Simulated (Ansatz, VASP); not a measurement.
**TiO2: VASP beside Ansatz**

Contents of INCAR:

```
SYSTEM = TiO2
ALGO = Normal
EDIFF = 1E-7
ENCUT = 520
GGA = PE
ISIF = 2
ISMEAR = 0
LASPH = .TRUE.
LCHARG = .FALSE.
LDAU = .TRUE.
LDAUJ = 0 0
LDAUL = 2 -1
LDAUPRINT = 1
LDAUTYPE = 2
LDAUU = 4 0
LMAXMIX = 4
LREAL = .FALSE.
LWAVE = .FALSE.
NBANDS = 33
NELM = 150
PREC = Accurate
SIGMA = 0.05
```

File KPOINTS:

```
k-points
0
G
  8 8 8
  0 0 0
```

File POSCAR:

```
TiO2
1.0
   -1.8680206176      1.8680206176      5.1049267437
    1.8680206176     -1.8680206176      5.1049267437
    1.8680206176      1.8680206176     -5.1049267437
Ti O
2 4
Direct
    0.0000000000      0.0000000000      0.0000000000
    0.7500000000      0.2500000000      0.5000000000
    0.2001152117      0.2001152117      0.0000000000
    0.9501152117      0.4501152117      0.5000000000
    0.5498847883      0.0498847883      0.5000000000
    0.7998847883      0.7998847883      0.0000000000
```

Input for Ansatz:

```yaml
crystal:
  lattice:
    - [-1.8680206176, 1.8680206176, 5.1049267437]
    - [1.8680206176, -1.8680206176, 5.1049267437]
    - [1.8680206176, 1.8680206176, -5.1049267437]
  atoms:
    - { symbol: Ti, position: [0.0, 0.0, 0.0] }
    - { symbol: Ti, position: [0.75, 0.25, 0.5] }
    - { symbol: O, position: [0.2001152117, 0.2001152117, 0.0] }
    - { symbol: O, position: [0.9501152117, 0.4501152117, 0.5] }
    - { symbol: O, position: [0.5498847883, 0.0498847883, 0.5] }
    - { symbol: O, position: [0.7998847883, 0.7998847883, 0.0] }
basis:
  ecutwfc: 520.0
kpoints:
  mp_grid: { grid: [8, 8, 8] }
hamiltonian:
  xc: pbe
  pseudopotentials: { kind: paw, azcp: { folder: soft_1 } }
  hubbard: { sites: [{ species: Ti, l: d, u_eff: 4.0 }] }
scf:
  occupations: { method: gaussian, width: 0.05 }
output:
  forces: true
  stress: true
  eigenvalues: true
```

Alike in both runs: task single point; functional PBE; k mesh 8 × 8 × 8; occupations gaussian, width 0.05 eV; no spin polarisation; Hubbard terms Ti d U = 4.0 eV.

|  | VASP | Ansatz |
| --- | --- | --- |
| version | VASP 6.6.1 | Ansatz 0.2.0 |
| potentials or method | VASP PAW PBE potentials, release 64 (Ti_sv, O), cutoff 520 eV | scalar-relativistic, plane waves, PAW |
| valence electrons in the cell | 48 | 48 |

|  | VASP | Ansatz | Ansatz less VASP |
| --- | --- | --- | --- |
| gap on the k mesh at the Fermi level (eV) | 2.90 | 2.84 | -0.057 |
| least direct gap on the mesh (eV) | 3.10 | 3.04 | -0.057 |
| pressure (GPa) | 6.2 | 1.9 | -4.36 |
| traceless stress, the component that is largest in VASP (GPa) | -5.29 | -4.14 | +1.153 |
| rms of the force components (eV/Å) | 0.078 | 0.034 | -0.0435 |

The programs project onto different local orbitals, so the same U acts differently, and such runs can settle in different states. Atom by atom the forces differ by 0.044 eV/Å (rms over components).
